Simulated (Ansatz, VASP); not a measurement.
This is a calculation of NaCl for Ansatz 0.2.0.

The input input.yaml:

```yaml
crystal:
  lattice:
    - [0.0, 2.7940632177, 2.7940632177]
    - [2.7940632177, 0.0, 2.7940632177]
    - [2.7940632177, 2.7940632177, 0.0]
  atoms:
    - { symbol: Cl, position: [0.5, 0.5, 0.5] }
    - { symbol: Na, position: [0.0, 0.0, 0.0] }
kpoints:
  mp_grid: { grid: [8, 8, 8] }
scf:
  occupations: { method: fermi_dirac, width: 0.05 }
hamiltonian:
  xc: pbesol
  dispersion: d3bj
  pseudopotentials: { kind: all_electron, lapw: { basis_error: 0.001 } }
output:
  forces: true
  stress: true
relax:
  f_tol: 0.005
  max_steps: 60
  cell: {}
```

Potentials or basis: all-electron LAPW, scalar-relativistic.

Launch:

```bash
$ ansatz run input.yaml --threads 1 --pin off --max-ram 3072MiB --backend cpu --events-out ev --progress --plain --runs-dir out
```

Question: Translate it to VASP 6.6.1. Potentials there: VASP PAW PBE potentials, release 64 (Cl, Na_pv).

Answer: As run (the cutoff follows the program's own potentials):

Contents of INCAR:

```
ALGO = Normal ; EDIFF = 1E-6
EDIFFG = -0.005 ; ENCUT = 600
GGA = PS ; IBRION = 2
ISIF = 3 ; ISMEAR = -1
IVDW = 12 ; LASPH = T
LCHARG = F ; LREAL = F
LWAVE = F ; NELM = 80
NSW = 80 ; PREC = Accurate
SIGMA = 0.05
```

Contents of KPOINTS:

```
k-points
0
Gamma
  8 8 8
```

File POSCAR:

```
NaCl
1.0
    0.0000000000      2.7940632177      2.7940632177
    2.7940632177      0.0000000000      2.7940632177
    2.7940632177      2.7940632177      0.0000000000
Cl Na
1 1
Direct
    0.5000000000      0.5000000000      0.5000000000
    0.0000000000      0.0000000000      0.0000000000
```

Potentials or basis: VASP PAW PBE potentials, release 64 (Cl, Na_pv).

Run with:

```sh
$ cat potpaw_PBE.64/Cl/POTCAR potpaw_PBE.64/Na_pv/POTCAR > POTCAR
$ mpirun -np 1 vasp_std > vasp.out
```

Both were run:

|  | VASP | Ansatz | Ansatz less VASP |
| --- | --- | --- | --- |
| relaxed volume (Å³/atom) | 20.83 | 20.75 | -0.080 |
| relaxed length of the cell vector where the two differ most in proportion (Å) | 3.891 | 3.886 | -0.0050 |

VASP's potentials were made for PBE, not for PBEsol. Ansatz ran all-electron here, and VASP with PAW potentials.
